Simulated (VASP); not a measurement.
Set up this calculation in VASP 6.6.1, as the native input.

* Task: single point
* Functional: PBE
* Potentials or basis: VASP PAW PBE potentials, release 64 (Si, F)
* Cutoff: 600 eV
* k mesh: 7 × 7 × 7
* Occupations: fermi-dirac, width 0.05 eV
* Spin: no spin polarisation
* Dipole correction: no
* Further INCAR settings: ALGO = Normal; EDIFF = 1e-06; NBANDS = 12

The structure of SiF lies in POSCAR:

```
SiF
1.0
    3.0286000000      0.0000000000      0.0000000000
    0.0000000000      3.0286000000      0.0000000000
    0.0000000000      0.0000000000      3.0891720000
Si F
1 1
Direct
    0.5000000000      0.5000000000      0.5000000000
    0.0000000000      0.0000000000      0.0000000000
```

These files were run (other wordings do the same):

INCAR

```
PREC = Accurate
ENCUT = 600
EDIFF = 1E-6
ISMEAR = -1
SIGMA = 0.05
LREAL = False
LASPH = True
NELM = 120
ALGO = Normal
ISIF = 2
LWAVE = False
LCHARG = False
GGA = PE
NBANDS = 12
GGA_COMPAT = False
```

KPOINTS

```
Automatic mesh
0
Gamma
  7 7 7
```

Potentials or basis: VASP PAW PBE potentials, release 64 (Si, F).

Command:

```console
$ cat potpaw_PBE.64/Si/POTCAR potpaw_PBE.64/F/POTCAR > POTCAR
$ mpirun -np 1 vasp_std > vasp.out
```

Results of the run:

The pressure is -1.9 GPa.

Caveat: an odd number of electrons without spin polarisation forces a metal; a magnetic or distorted state may lie lower.

Wall time 4.8 s on 1 thread of Intel(R) Xeon(R) 6975P-C (Granite Rapids), on a shared host, peak memory 0.14 GiB.
